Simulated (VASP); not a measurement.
# SiC (F-43m) in VASP: a series of runs, part 2 of 2

VASP 6.6.1. Earlier steps stand in the parts before.

## 5. Single point, r2SCAN (10.64 Å³/atom)

This run uses another cell than the first one, of 10.64 Å³/atom.

Input file POSCAR:

```
SiC
1.0
    0.0000000000      2.1996160085      2.1996160085
    2.1996160085      0.0000000000      2.1996160085
    2.1996160085      2.1996160085      0.0000000000
Si C
1 1
Direct
    0.2500000000      0.2500000000      0.2500000000
    0.0000000000      0.0000000000      0.0000000000
```

Input file INCAR.step1:

```
SYSTEM = SiC
  PREC = Accurate
  ENCUT = 660
  ISMEAR = 0
  SIGMA = 0.01
  LREAL = .FALSE.
  LASPH = .TRUE.
  NELM = 120
  NBANDS = 11
  GGA = PE
  ALGO = Normal
  EDIFF = 1E-5
  LWAVE = .TRUE.
  LCHARG = .FALSE.
  GGA_COMPAT = .FALSE.
```

Input file INCAR.step2:

```
SYSTEM = SiC
  PREC = Accurate
  ENCUT = 660
  EDIFF = 1E-6
  ISMEAR = 0
  SIGMA = 0.01
  LREAL = .FALSE.
  LASPH = .TRUE.
  NELM = 120
  ALGO = Normal
  ISIF = 2
  LWAVE = .FALSE.
  LCHARG = .FALSE.
  METAGGA = R2SCAN
  LMIXTAU = .TRUE.
  NBANDS = 11
  ISTART = 1
  GGA_COMPAT = .FALSE.
```

Input file KPOINTS:

```
Automatic mesh
0
G
  8 8 8
  0 0 0
```

Potentials or basis: VASP PAW PBE potentials, release 64 (Si, C).

Command:

```bash
cat potpaw_PBE.64/Si/POTCAR potpaw_PBE.64/C/POTCAR > POTCAR
cp INCAR.step1 INCAR
mpirun -np 1 vasp_std > vasp.out
cp INCAR.step2 INCAR
mpirun -np 1 vasp_std > vasp.out
```

OUTCAR:

```text
SYSTEM = SiC
   PREC = Accurate
   ENCUT = 660
   EDIFF = 1E-6
   ISMEAR = 0
   LREAL = .FALSE.
   LASPH = .TRUE.
   NELM = 120
   ISIF = 2
   METAGGA = R2SCAN
   ISTART = 1

 ion  position               nearest neighbor table
   1  0.250  0.250  0.250-   2 1.90   2 1.90   2 1.90   2 1.90
   2  0.000  0.000  0.000-   1 1.90   1 1.90   1 1.90   1 1.90

  LATTYP: Found a face centered cubic cell.
 ALAT       =     4.3992320170

  Lattice vectors:

[... 522 lines left out ...]
 [... further k-points ...]

------------------------ aborting loop because EDIFF is reached ----------------------------------------

  FORCE on cell =-STRESS in cart. coord.  units (eV):
  Direction    XX          YY          ZZ          XY          YZ          ZX
  --------------------------------------------------------------------------------------
  -------------------------------------------------------------------------------------
  Total       -0.8854185     -0.8854185     -0.8854185      0.0000000     -0.0000000      0.0000000
  in kB      -66.6482200    -66.6482200    -66.6482200      0.0000000     -0.0000000      0.0000000
  external PRESSURE =     -66.6482200 kB  Pullay stress =       0.0000000 kB

 VOLUME and BASIS-vectors are now :
 -----------------------------------------------------------------------------
  energy-cutoff  :      660.00
  volume of cell :       21.28
      direct lattice vectors                 reciprocal lattice vectors
     0.000000000  2.199616009  2.199616009    -0.227312403  0.227312403  0.227312403
     2.199616009  0.000000000  2.199616009     0.227312403 -0.227312403  0.227312403
     2.199616009  2.199616009  0.000000000     0.227312403  0.227312403 -0.227312403

 POSITION                                       TOTAL-FORCE (eV/Angst)
 -----------------------------------------------------------------------------------
      1.09981      1.09981      1.09981         0.000000      0.000000      0.000000
      0.00000      0.00000      0.00000        -0.000000     -0.000000     -0.000000
 -----------------------------------------------------------------------------------
    total drift:                                0.000000      0.000000      0.000000

  FREE ENERGIE OF THE ION-ELECTRON SYSTEM (eV)
  ---------------------------------------------------
  free  energy   TOTEN  =       -19.3175240337 eV

  energy  without entropy=      -19.3175240337  energy(sigma->0) =      -19.31752403
```

OSZICAR.step1:

```text
N       E                     dE             d eps       ncg     rms          rms(c)
DAV:   1     0.620935189854E+01    0.62094E+01   -0.46776E+03   638   0.803E+02
DAV:   2    -0.160152152886E+02   -0.22225E+02   -0.20818E+02   824   0.110E+02
DAV:   3    -0.168344042482E+02   -0.81919E+00   -0.81650E+00   790   0.178E+01
DAV:   4    -0.168380592762E+02   -0.36550E-02   -0.36548E-02   730   0.147E+00
DAV:   5    -0.168380752941E+02   -0.16018E-04   -0.16018E-04   788   0.966E-02    0.852E+00
DAV:   6    -0.151094985588E+02    0.17286E+01   -0.64410E+00   710   0.112E+01    0.374E+00
DAV:   7    -0.150677874402E+02    0.41711E-01   -0.34865E-01   770   0.341E+00    0.172E+00
DAV:   8    -0.150601978637E+02    0.75896E-02   -0.19752E-02   716   0.943E-01    0.172E-01
DAV:   9    -0.150603080548E+02   -0.11019E-03   -0.16771E-03   813   0.232E-01    0.111E-01
DAV:  10    -0.150604237540E+02   -0.11570E-03   -0.25198E-04   719   0.959E-02    0.260E-02
DAV:  11    -0.150604262626E+02   -0.25086E-05   -0.45874E-05   755   0.347E-02
   1 F= -.15060426E+02 E0= -.15060426E+02  d E =-.123997-106
```

Wall time 74 s (1 thread of Intel Xeon 8259CL, shared host); peak memory 0.16 GiB.

What came out:

```
Free energy            : -19.3175 eV
Pressure               : -6.7 GPa
Band gap on the k mesh : 1.74 eV (least direct gap 5.02 eV)
```

Levels at points of the mesh, in eV from the valence-band top:
| k point | band 1 | band 2 | band 3 | band 4 | band 5 | band 6 | band 7 | band 8 |
| --- | --- | --- | --- | --- | --- | --- | --- | --- |
| (0.00, 0.00, 0.00) | -15.96 | 0.00 | 0.00 | 0.00 | 6.48 | 7.64 | 7.64 | 7.64 |
| (0.50, 0.00, 0.00) | -12.43 | -8.66 | -1.10 | -1.10 | 5.72 | 7.63 | 7.63 | 10.78 |
| (0.50, 0.50, 0.00) | -11.00 | -7.96 | -3.28 | -3.28 | 1.74 | 4.71 | 14.78 | 14.78 |

Caveat: the cell stands under tension; the PAW data sets were made with another functional, which shifts forces and pressure a little.

## 6. Single point, r2SCAN (10.95 Å³/atom)

This run uses another cell than the first one, of 10.95 Å³/atom.

Input file POSCAR:

```
SiC
1.0
    0.0000000000      2.2207674600      2.2207674600
    2.2207674600      0.0000000000      2.2207674600
    2.2207674600      2.2207674600      0.0000000000
Si C
1 1
Direct
    0.2500000000      0.2500000000      0.2500000000
    0.0000000000      0.0000000000      0.0000000000
```

Input file INCAR.step1:

```
SYSTEM = SiC
PREC = Accurate
ENCUT = 660
ISMEAR = 0
SIGMA = 0.01
LREAL = .FALSE.
LASPH = .TRUE.
NELM = 120
NBANDS = 11
GGA = PE
ALGO = Normal
EDIFF = 1E-5
LWAVE = .TRUE.
LCHARG = .FALSE.
GGA_COMPAT = .FALSE.
```

Input file INCAR.step2:

```
SYSTEM = SiC
PREC = Accurate
ENCUT = 660
EDIFF = 1E-6
ISMEAR = 0
SIGMA = 0.01
LREAL = .FALSE.
LASPH = .TRUE.
NELM = 120
ALGO = Normal
ISIF = 2
LWAVE = .FALSE.
LCHARG = .TRUE.
METAGGA = R2SCAN
LMIXTAU = .TRUE.
LELF = .TRUE.
LVHAR = .TRUE.
NBANDS = 11
ISTART = 1
GGA_COMPAT = .FALSE.
```

Input file KPOINTS:

```
regular mesh
0
G
  8 8 8
  0 0 0
```

Potentials or basis: VASP PAW PBE potentials, release 64 (Si, C).

Command:

```bash
cat potpaw_PBE.64/Si/POTCAR potpaw_PBE.64/C/POTCAR > POTCAR
cp INCAR.step1 INCAR
mpirun -np 1 vasp_std > vasp.out
cp INCAR.step2 INCAR
mpirun -np 1 vasp_std > vasp.out
```

It took 70 s on 1 thread of Intel Xeon 8259CL, shared host; peak memory 0.16 GiB.

The run converged. Its results:

```yaml
Free_energy: -19.2817 eV
Pressure: -12.1 GPa
Band_gap_on_the_k_mesh: 1.76 eV (least direct gap 4.98 eV)
```

Levels at points of the mesh, in eV from the valence-band top:
| k point | band 1 | band 2 | band 3 | band 4 | band 5 | band 6 | band 7 | band 8 |
| --- | --- | --- | --- | --- | --- | --- | --- | --- |
| (0.00, 0.00, 0.00) | -15.73 | 0.00 | 0.00 | 0.00 | 6.12 | 7.44 | 7.44 | 7.44 |
| (0.50, 0.00, 0.00) | -12.32 | -8.51 | -1.09 | -1.09 | 5.45 | 7.50 | 7.50 | 10.61 |
| (0.50, 0.50, 0.00) | -10.91 | -7.88 | -3.22 | -3.22 | 1.76 | 4.60 | 14.43 | 14.43 |

Caveat: the cell stands under tension; the PAW data sets were made with another functional, which shifts forces and pressure a little. A k mesh can miss the band edges.

## 7. Summary

```csv
cell,gap on the mesh (eV),pressure (GPa)
"a = 3.017 Å, angles 60.0°, 2 atoms",1.68,15.4
"a = 3.080 Å, angles 60.0°, 2 atoms",1.73,-0.4
"a = 3.049 Å, angles 60.0°, 2 atoms",1.71,7.0
"a = 3.111 Å, angles 60.0°, 2 atoms",1.74,-6.7
"a = 3.141 Å, angles 60.0°, 2 atoms",1.76,-12.1
```

Alike in all rows: task single point; level r2SCAN; potentials or basis VASP PAW PBE potentials, release 64 (Si, C); no spin polarisation; k mesh 8 × 8 × 8; cutoff (eV) 660; smearing gaussian 0.01 eV.

Caveats: the PAW data sets were made with another functional, which shifts forces and pressure a little; the cell stands under pressure (at least some runs); the cell stands under tension (at least some runs).

Total energies depend on the potentials used, so only differences within one code and one set of settings carry meaning.
